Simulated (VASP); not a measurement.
# Rh (Cmcm) in VASP: further runs, part 2 of 2

VASP 6.6.1. The steps go on from the part before.

## (3) Single point, PBEsol

This run uses another cell than the first one, of the same volume but with other edges.

The input, INCAR:

```
SYSTEM = Rh
  PREC = Accurate
  ENCUT = 520
  EDIFF = 1E-6
  ISMEAR = 0
  SIGMA = 0.15
  LREAL = .FALSE.
  LASPH = .TRUE.
  NELM = 80
  ALGO = Fast
  ISIF = 2
  LWAVE = .FALSE.
  LCHARG = .TRUE.
  GGA = PS
  LELF = .TRUE.
  LVHAR = .TRUE.
  NBANDS = 38
```

The input, KPOINTS:

```
regular mesh
0
G
  18 18 6
  0 0 0
```

The input, POSCAR:

```
Rh
1.0
    2.4794459843      0.0000000000      0.0000000000
   -1.2397229922      2.4869511201      0.0000000000
    0.0000000000      0.0000000000      8.7275109659
Rh
4
Direct
    0.0000000000      0.0000000000      0.0000000000
    0.3333333333      0.6666666667      0.2500000000
    0.0000000000      0.0000000000      0.5000000000
    0.6666666667      0.3333333333      0.7500000000
```

Potentials or basis: VASP PAW PBE potentials, release 64 (Rh_pv).

Run with:

```console
cat potpaw_PBE.64/Rh_pv/POTCAR > POTCAR
mpirun -np 1 vasp_std > vasp.out
```

OUTCAR:

```text
SYSTEM = Rh
   PREC = Accurate
   ENCUT = 520
   EDIFF = 1E-6
   ISMEAR = 0
   LREAL = .FALSE.
   LASPH = .TRUE.
   NELM = 80
   ISIF = 2
   GGA = PS

 ion  position               nearest neighbor table
   1  0.000  0.000  0.000-   2 2.64   4 2.64   4 2.64   2 2.64   4 2.74   2 2.74
   2  0.333  0.667  0.250-   1 2.64   3 2.64   1 2.64   3 2.64   1 2.74   3 2.74
   3  0.000  0.000  0.500-   2 2.64   4 2.64   4 2.64   2 2.64   4 2.74   2 2.74
   4  0.667  0.333  0.750-   1 2.64   3 2.64   1 2.64   3 2.64   1 2.74   3 2.74

  LATTYP: Found a base centered orthorhombic cell.
 ALAT       =     2.4794459843
 B/A-ratio  =     2.0060538813
 C/A-ratio  =     3.5199439799

  Lattice vectors:

 A1 = (   1.2397229922,  -2.4869511201,   0.0000000000)
 A2 = (   1.2397229921,   2.4869511201,   0.0000000000)
 A3 = (   0.0000000000,   0.0000000000,   8.7275109659)

Analysis of symmetry for initial positions (statically):
=====================================================================
 Subroutine PRICEL returns:
 Original cell was already a primitive cell.

 Routine SETGRP: Setting up the symmetry group for a
 base centered orthorhombic supercell.

[... 174 lines left out ...]

 val. band max:       12.1765940933   @ k =  -0.3333   0.0556   0.1667
 cond. band min:      12.1775015006   @ k =   0.1667   0.1667   0.1667
 fundamental gap:      0.0009074073
 Fermi energy:        12.1770996210

 k-point     1 :       0.0000    0.0000    0.0000
  band No.  band energies     occupation
      1     -34.9943      2.00000
      2     -34.6196      2.00000
      3     -34.5922      2.00000
      4     -34.3002      2.00000
      5     -34.2723      2.00000
      6     -34.2417      2.00000
[... 973 lines left out ...]
     37      20.8512      0.00000
     38      26.9655      0.00000

 [... further k-points ...]

------------------------ aborting loop because EDIFF is reached ----------------------------------------

  FORCE on cell =-STRESS in cart. coord.  units (eV):
  Direction    XX          YY          ZZ          XY          YZ          ZX
  --------------------------------------------------------------------------------------
  -------------------------------------------------------------------------------------
  Total       13.0637453     -6.0367554      0.2735097      0.0000000      0.0000000      0.0000000
  in kB      388.9251098   -179.7222536      8.1427472      0.0000000      0.0000000      0.0000000
  external PRESSURE =      72.4485344 kB  Pullay stress =       0.0000000 kB

 VOLUME and BASIS-vectors are now :
 -----------------------------------------------------------------------------
  energy-cutoff  :      520.00
  volume of cell :       53.82
      direct lattice vectors                 reciprocal lattice vectors
     2.479445984  0.000000000  0.000000000     0.403315905  0.201049388  0.000000000
    -1.239722992  2.486951120  0.000000000     0.000000000  0.402098775  0.000000000
     0.000000000  0.000000000  8.727510966     0.000000000  0.000000000  0.114580206

 POSITION                                       TOTAL-FORCE (eV/Angst)
 -----------------------------------------------------------------------------------
      0.00000      0.00000      0.00000         0.000000      0.000000      0.000000
     -0.00000      1.65797      2.18188         0.000000     -0.314688      0.000000
      0.00000      0.00000      4.36376         0.000000      0.000000      0.000000
      1.23972      0.82898      6.54563        -0.000000      0.314688     -0.000000
 -----------------------------------------------------------------------------------
    total drift:                                0.000000     -0.000000      0.000000

  FREE ENERGIE OF THE ION-ELECTRON SYSTEM (eV)
  ---------------------------------------------------
  free  energy   TOTEN  =       -31.8102542214 eV

  energy  without entropy=      -31.7452045528  energy(sigma->0) =      -31.77772939
```

OSZICAR:

```text
N       E                     dE             d eps       ncg     rms          rms(c)
DAV:   1     0.773375887098E+03    0.77338E+03   -0.36579E+04 28080   0.184E+03
DAV:   2    -0.844521385266E+01   -0.78182E+03   -0.75953E+03 28900   0.576E+02
DAV:   3    -0.339013662736E+02   -0.25456E+02   -0.24783E+02 30504   0.113E+02
DAV:   4    -0.341474764973E+02   -0.24611E+00   -0.24591E+00 30612   0.112E+01
DAV:   5    -0.341516381627E+02   -0.41617E-02   -0.41616E-02 30738   0.148E+00    0.241E+01
RMM:   6    -0.318995775712E+02    0.22521E+01   -0.63914E+00 27769   0.169E+01    0.834E+00
RMM:   7    -0.318273803088E+02    0.72197E-01   -0.57725E-01 28356   0.401E+00    0.307E+00
RMM:   8    -0.318598938697E+02   -0.32514E-01   -0.16713E-01 28396   0.291E+00    0.208E+00
RMM:   9    -0.318141044105E+02    0.45789E-01   -0.31171E-02 28522   0.111E+00    0.793E-01
RMM:  10    -0.318101559456E+02    0.39485E-02   -0.12080E-02 29574   0.811E-01    0.496E-02
RMM:  11    -0.318102508777E+02   -0.94932E-04   -0.87460E-04 29820   0.215E-01    0.231E-02
RMM:  12    -0.318102544304E+02   -0.35527E-05   -0.10118E-04 32621   0.802E-02    0.909E-03
RMM:  13    -0.318102541799E+02    0.25050E-06   -0.24976E-05 34644   0.345E-02    0.416E-03
RMM:  14    -0.318102542214E+02   -0.41469E-07   -0.38732E-06 20789   0.159E-02
   1 F= -.31810254E+02 E0= -.31777729E+02  d E =-.650497E-01
```

stdout:

```text
POSCAR found type information on POSCAR Rh
 POSCAR found :  1 types and       4 ions
 scaLAPACK will be used
 -----------------------------------------------------------------------------
|                                                                             |
|                                                                             |
|     You enforced a specific xc type in the INCAR file but a different       |
|     I HOPE YOU KNOW WHAT YOU ARE DOING!                                     |
|                                                                             |
 -----------------------------------------------------------------------------

 LDA part: xc-table for (Slater+PW92), standard interpolation
 POSCAR, INCAR and KPOINTS ok, starting setup
 FFT: planning ... GRIDC
 FFT: planning ... GRID_SOFT
 FFT: planning ... GRID
 WAVECAR not read
 entering main loop
```

Wall time 5.3 min (1 thread of Intel Xeon 6975P-C (Granite Rapids), shared host); peak memory 0.57 GiB.

What came out:

```yaml
Free_energy: -31.8103 eV
Pressure: 7.2 GPa
Largest_force: 0.315 eV/Å
Band_gap_on_the_k_mesh: zero (bands 30 and 31 overlap by 2.08 eV)
```

Forces on the atoms (eV/Å):
```
Rh   0.000  0.000  0.000
Rh   0.000 -0.315  0.000
Rh   0.000  0.000  0.000
Rh   0.000  0.315  0.000
```

Stress tensor (GPa, compression positive):
```
 38.89   0.00   0.00
  0.00 -17.97   0.00
  0.00   0.00   0.81
```

Caveat: the cell differs from its parent crystal (strain +e along x and -e along y -0.0733, strain +e along z and -e/2 along x and y +0.0000); the cell stands under pressure; the PAW data sets were made with another functional, which shifts forces and pressure a little.
